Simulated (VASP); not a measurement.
A run of VASP 6.6.1:

The input INCAR:

```
SYSTEM = Ga4AsP3
ALGO = Normal
EDIFF = 1E-6
ENCUT = 520
GGA = PE
GGA_COMPAT = .FALSE.
ISIF = 2
ISMEAR = -1
KPAR = 4
LASPH = .TRUE.
LCHARG = .FALSE.
LORBIT = 11
LORBMOM = .TRUE.
LREAL = .FALSE.
LSORBIT = .TRUE.
LWAVE = .FALSE.
MAGMOM = 0 0 0 0 0 0 0 0 0 0 0 0 0 0 0 0 0 0 0 0 0 0 0 0
NBANDS = 90
NELM = 150
PREC = Accurate
SIGMA = 0.02
```

KPOINTS

```
k-points
0
G
  6 6 6
  0 0 0
```

Contents of POSCAR:

```
Ga4AsP3
1.0
    5.5040447875      0.0000000000      0.0000000000
    0.0000000000      5.5040447875      0.0000000000
    0.0000000000      0.0000000000      5.5040447875
P Ga As
3 4 1
Direct
    0.5000000000      0.0000000000      0.0000000000
    0.0000000000      0.5000000000      0.0000000000
    0.0000000000      0.0000000000      0.5000000000
    0.2458135314      0.7541864686      0.7541864686
    0.7541864686      0.2458135314      0.7541864686
    0.7541864686      0.7541864686      0.2458135314
    0.2458135314      0.2458135314      0.2458135314
    0.5000000000      0.5000000000      0.5000000000
```

Potentials or basis: VASP PAW PBE potentials, release 64 (P, Ga_d, As).

Launch:

```bash
$ cat potpaw_PBE.64/P/POTCAR potpaw_PBE.64/Ga_d/POTCAR potpaw_PBE.64/As/POTCAR > POTCAR
$ mpirun -np 4 vasp_ncl > vasp.out
```

Hardware: 4 MPI ranks on Oxide Virtual Turin-like Processor, on a shared host.

Estimate the wall time of this run.

Run time: 5.2 min on 4 MPI ranks on Oxide Virtual Turin-like Processor, on a shared host, peak memory 0.87 GiB a rank. Counts: scf iterations 15, k points 24.
